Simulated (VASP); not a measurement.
Set up this calculation in VASP 6.6.1, as the native input.

```yaml
Task: single point
Functional: r2SCAN
Potentials_or_basis: VASP PAW PBE potentials, release 64 (S, K_sv)
Cutoff: 550 eV
k_mesh: 6 × 6 × 6
Occupations: gaussian, width 0.01 eV
Spin: no spin polarisation
Dipole_correction: no
Further_INCAR_settings: ALGO = Normal; EDIFF = 1e-06; NBANDS = 19
```

Crystal: K2S.

```
S K
1.0
     0.00000    3.73942    3.73942
     3.73942    0.00000    3.73942
     3.73942    3.73942    0.00000
S K
1 2
Direct
  0.00000 0.00000 0.00000
  0.25000 0.25000 0.25000
  0.75000 0.75000 0.75000
```

This cell differs from its parent crystal: volume changed by +3%.

These files were run (other wordings do the same):

POSCAR

```
K2S
1.0
    0.0000000000      3.7394201889      3.7394201889
    3.7394201889      0.0000000000      3.7394201889
    3.7394201889      3.7394201889      0.0000000000
S K
1 2
Direct
    0.0000000000      0.0000000000      0.0000000000
    0.2500000000      0.2500000000      0.2500000000
    0.7500000000      0.7500000000      0.7500000000
```

INCAR.step1

```
SYSTEM = K2S
ALGO = Normal ; EDIFF = 1E-5
ENCUT = 550 ; GGA = PE
GGA_COMPAT = .FALSE. ; ISMEAR = 0
LASPH = .TRUE. ; LCHARG = .FALSE.
LREAL = .FALSE. ; LWAVE = .TRUE.
NBANDS = 19 ; NELM = 120
PREC = Accurate ; SIGMA = 0.01
```

INCAR.step2

```
SYSTEM = K2S
ALGO = Normal ; EDIFF = 1E-6
ENCUT = 550 ; GGA_COMPAT = .FALSE.
ISIF = 2 ; ISMEAR = 0
ISTART = 1 ; LASPH = .TRUE.
LCHARG = .FALSE. ; LMIXTAU = .TRUE.
LREAL = .FALSE. ; LWAVE = .FALSE.
METAGGA = R2SCAN ; NBANDS = 19
NELM = 120 ; PREC = Accurate
SIGMA = 0.01
```

KPOINTS

```
k-points
0
G
  6 6 6
  0 0 0
```

Potentials or basis: VASP PAW PBE potentials, release 64 (S, K_sv).

Run with:

```sh
$ cat potpaw_PBE.64/S/POTCAR potpaw_PBE.64/K_sv/POTCAR > POTCAR
$ cp INCAR.step1 INCAR
$ mpirun -np 1 vasp_std > vasp.out
$ cp INCAR.step2 INCAR
$ mpirun -np 1 vasp_std > vasp.out
```

It gave:

| Item | Value |
| --- | --- |
| Pressure | -0.5 GPa |
| Band gap on the k mesh | 2.68 eV, indirect (least direct gap 2.85 eV) |

Caveat: the PAW data sets were made with another functional, which shifts forces and pressure a little.

Run time: 95 s on 1 thread of AMD EPYC 9R45 96-Core Processor (Zen 5) (shared host), peak memory 0.23 GiB.
